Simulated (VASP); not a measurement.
Input of a VASP 6.6.1 run:

The input POSCAR:

```
TiO2
1.0
    4.5940000000      0.0000000000      0.0000000000
    0.0000000000      4.5940000000      0.0000000000
    0.0000000000      0.0000000000      2.9590000000
Ti O
2 4
Direct
    0.0000000000      0.0000000000      0.0000000000
    0.5000000000      0.5000000000      0.5000000000
    0.3060000000      0.3060000000      0.0000000000
    0.1940000000      0.8060000000      0.5000000000
    0.6940000000      0.6940000000      0.0000000000
    0.8060000000      0.1940000000      0.5000000000
```

File INCAR.step1:

```
PREC = Accurate
ENCUT = 660
ISMEAR = 0
SIGMA = 0.05
LREAL = F
LASPH = T
NELM = 200
LMAXMIX = 4
LDAU = T
LDAUTYPE = 2
LDAUL = 2 -1
LDAUU = 1.1 0
LDAUJ = 0 0
NBANDS = 33
GGA = PE
ALGO = Normal
EDIFF = 1E-5
LWAVE = T
LCHARG = F
GGA_COMPAT = F
```

Contents of INCAR.step2:

```
PREC = Accurate
ENCUT = 660
EDIFF = 1E-6
ISMEAR = 0
SIGMA = 0.05
LREAL = F
LASPH = T
NELM = 200
ALGO = Normal
ISIF = 2
LWAVE = F
LCHARG = T
LMAXMIX = 4
LDAU = T
LDAUTYPE = 2
LDAUL = 2 -1
LDAUU = 1.1 0
LDAUJ = 0 0
LDAUPRINT = 1
METAGGA = R2SCAN
LMIXTAU = T
LELF = T
LVHAR = T
NBANDS = 33
ISTART = 1
GGA_COMPAT = F
```

KPOINTS

```
regular mesh
0
Gamma
  4 4 7
```

Potentials or basis: VASP PAW PBE potentials, release 64 (Ti_sv, O).

Launch:

```sh
$ cat potpaw_PBE.64/Ti_sv/POTCAR potpaw_PBE.64/O/POTCAR > POTCAR
$ cp INCAR.step1 INCAR
$ mpirun -np 1 vasp_std > vasp.out
$ cp INCAR.step2 INCAR
$ mpirun -np 1 vasp_std > vasp.out
```

(1) Estimate the largest force.

(2) Predict the band gap on the k mesh.

(3) What does it give for the pressure?

## Answers

(1) 0.263 eV/Å.

(2) 2.43 eV.

(3) 3.3 GPa.

Caveat: the cell stands under pressure; the PAW data sets were made with another functional, which shifts forces and pressure a little; an odd mesh through Γ misses points on the zone boundary, where band edges can lie.
